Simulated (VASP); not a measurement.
Here is a VASP 6.6.1 calculation.

File INCAR:

```
PREC = Accurate
ENCUT = 520
EDIFF = 1E-7
ISMEAR = 0
SIGMA = 0.15
LREAL = F
LASPH = T
NELM = 60
ALGO = Fast
ISIF = 2
LWAVE = F
LCHARG = F
GGA = PE
NBANDS = 28
```

The input KPOINTS:

```
regular mesh
0
Gamma
  15 15 6
```

The input POSCAR:

```
Ti3Al
1.0
    2.9297375378      0.0000000000      0.0000000000
   -1.4648687689      2.5372271341      0.0000000000
    0.0000000000      0.0000000000      9.2315308735
Ti Al
3 1
Direct
    0.7332748145      0.4665496290      0.0000000000
    0.3123026218      0.6246052435      0.7504575700
    0.3123026218      0.6246052435      0.2495424300
    0.6231191843      0.2462383685      0.5000000000
```

Potentials or basis: VASP PAW PBE potentials, release 64 (Ti_sv, Al).

The run is started by

```console
$ cat potpaw_PBE.64/Ti_sv/POTCAR potpaw_PBE.64/Al/POTCAR > POTCAR
$ mpirun -np 1 vasp_std > vasp.out
```

(1) What does it give for the pressure?

(2) Predict the band gap on the k mesh.

(3) Estimate the largest force.

Results:

(1) -0.3 GPa.

(2) zero (an odd number of electrons rules out a gap without spin polarisation).

(3) 0.443 eV/Å.

Caveat: the cell differs from its parent crystal (atoms displaced along a vibrational mode).
